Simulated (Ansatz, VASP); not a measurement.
## Tl in VASP and in Ansatz

INCAR

```
SYSTEM = Tl
PREC = Accurate
ENCUT = 520
EDIFF = 1E-7
ISMEAR = -1
SIGMA = 0.08
LREAL = .FALSE.
LASPH = .TRUE.
NELM = 100
ALGO = Normal
ISIF = 2
LWAVE = .FALSE.
LCHARG = .FALSE.
GGA = PE
NBANDS = 12
```

The input KPOINTS:

```
Automatic mesh
0
G
  13 13 13
  0 0 0
```

File POSCAR:

```
Tl
1.0
    3.2291887796      0.0000000000      0.0000000000
    0.0000000000      3.2291887796      0.0000000000
    0.0000000000      0.0000000000      3.2291887796
Tl
1
Direct
    0.0000000000      0.0000000000      0.0000000000
```

Input for Ansatz:

```yaml
crystal:
  lattice:
    - [3.2291887796, 0.0, 0.0]
    - [0.0, 3.2291887796, 0.0]
    - [0.0, 0.0, 3.2291887796]
  atoms:
    - { symbol: Tl, position: [0.0, 0.0, 0.0] }
kpoints:
  mp_grid: { grid: [13, 13, 13] }
scf:
  occupations: { method: fermi_dirac, width: 0.08 }
hamiltonian:
  xc: pbe
  pseudopotentials: { kind: all_electron, lapw: { basis_error: 0.00025 } }
output:
  forces: true
  stress: true
  eigenvalues: true
```

Change from the starting cell: volume scaled by 0.98.

Alike in both runs: task single point; functional PBE; k mesh 13 × 13 × 13; occupations fermi-dirac, width 0.08 eV; no spin polarisation.

```csv
,VASP,Ansatz
version,VASP 6.6.1,Ansatz 0.2.0
potentials or method,"VASP PAW PBE potentials, release 64 (Tl_d), cutoff 520 eV","all-electron LAPW, scalar-relativistic"
```

|  | VASP | Ansatz | Ansatz less VASP |
| --- | --- | --- | --- |
| pressure (GPa) | 0.4 | 0.5 | +0.06 |

Ansatz ran all-electron here, and VASP with PAW potentials.

Neither program's run includes spin-orbit coupling.
